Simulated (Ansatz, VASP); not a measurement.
# One calculation of Be2Tl, two programs

```xyz
6
Lattice="-2.1620 2.1620 5.0846 2.1620 -2.1620 5.0846 2.1620 2.1620 -5.0846" Properties=species:S:1:pos:R:3 pbc="T T T"
Be    0.7587    2.9207    0.0000
Be    1.4034    0.7587    0.0000
Be    1.4034   -0.7587    5.0846
Be    0.7587    1.4034    5.0846
Tl    0.0000    0.0000    2.5423
Tl    0.0000    0.0000    7.6270
```

Alike in both runs: functional PBE; k mesh 12 × 12 × 12; occupations gaussian, width 0.1 eV; no spin polarisation.

Ansatz relaxed the structure, and its values are those at the end. VASP's run is a single point on that final structure, the one shown.

|  | VASP | Ansatz |
| --- | --- | --- |
| version | VASP 6.6.1 | Ansatz 0.2.0 |
| potentials or method | VASP PAW PBE potentials, release 64 (Be, Tl_d), cutoff 520 eV | scalar-relativistic, plane waves, PAW |
| valence electrons in the cell | 34 | 34 |

|  | VASP | Ansatz | Ansatz less VASP |
| --- | --- | --- | --- |
| gap on the k mesh at the Fermi level (eV) | none | none | - |
| pressure (GPa) | 0.0 | 0.0 | -0.01 |

A gap of «none» marks a metal or a gap that the smearing closes. The functional is the same, so the differences come from potentials, cutoffs and numerics.

Spin-orbit coupling is off throughout.
